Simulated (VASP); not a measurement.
Wanted: the native input for a VASP 6.6.1 run.

| Property | Result |
| --- | --- |
| Task | single point |
| Functional | LDA |
| Potentials or basis | VASP PAW LDA potentials, release 64 (Si) |
| Cutoff | 520 eV |
| k mesh | 10 × 10 × 10 |
| Occupations | gaussian, width 0.02 eV |
| Spin | no spin polarisation |
| Dipole correction | no |
| Further INCAR settings | ALGO = Normal; EDIFF = 1e-06; NBANDS = 11 |

The structure of Si lies in POSCAR:

```
Si
1.0
    0.0000000000      2.7007939031      2.7007939031
    2.7007939031      0.0000000000      2.7007939031
    2.7007939031      2.7007939031      0.0000000000
Si
2
Direct
    0.5000000000      0.5000000000      0.5000000000
    0.7500000000      0.7500000000      0.7500000000
```

The input as run:

INCAR

```
PREC     = Accurate       # precision mode
ENCUT    = 520            # plane-wave cutoff, eV
EDIFF    = 1E-6           # SCF threshold, eV
ISMEAR   = 0              # smearing method
SIGMA    = 0.02           # smearing width, eV
LREAL    = False          # projectors in reciprocal space
LASPH    = True           # aspherical terms in the spheres
NELM     = 80             # most SCF steps
ALGO     = Normal         # electronic algorithm
ISIF     = 2              # what is computed and relaxed
LWAVE    = False          # write WAVECAR
LCHARG   = False          # write CHGCAR
GGA      = CA             # functional
NBANDS   = 11             # bands
```

KPOINTS

```
regular mesh
0
Gamma
  10 10 10
```

Potentials or basis: VASP PAW LDA potentials, release 64 (Si).

Run with:

```console
$ cat potpaw_LDA.64/Si/POTCAR > POTCAR
$ mpirun -np 1 vasp_std > vasp.out
```

It gave:

```
Pressure               : 0.1 GPa
Band gap on the k mesh : 0.45 eV, indirect (least direct gap 2.53 eV)
```

Run time: 6 s on 1 thread of Intel(R) Xeon(R) 6975P-C (Granite Rapids), with other jobs on the host, peak memory 0.14 GiB.
